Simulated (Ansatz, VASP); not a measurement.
W: VASP beside Ansatz

```xyz
6
Lattice="3.1834 0.0000 0.0000 0.0000 3.1834 0.0000 0.0000 0.0000 23.9585" Properties=species:S:1:pos:R:3 pbc="T T T"
W     0.7959    0.7959    8.1571
W     2.3876    2.3876    9.5612
W     0.7959    0.7959   11.2090
W     2.3876    2.3876   12.7495
W     0.7959    0.7959   14.3973
W     2.3876    2.3876   15.8014
```

Alike in both runs: functional PBE; k mesh 11 × 11 × 1; occupations fermi-dirac, width 0.08 eV; no spin polarisation.

Ansatz relaxed the structure, and its values are those at the end. VASP's run is a single point on that final structure, the one shown.

|  | VASP | Ansatz |
| --- | --- | --- |
| version | VASP 6.6.1 | Ansatz 0.2.0 |
| potentials or method | VASP PAW PBE potentials, release 64 (W_sv), cutoff 520 eV | all-electron LAPW, scalar-relativistic |

|  | VASP | Ansatz | Ansatz less VASP |
| --- | --- | --- | --- |
| rms of the force components (eV/Å) | 0.015 | 0.003 | -0.0121 |

Ansatz ran all-electron here, and VASP with PAW potentials.

Spin-orbit coupling is off throughout.
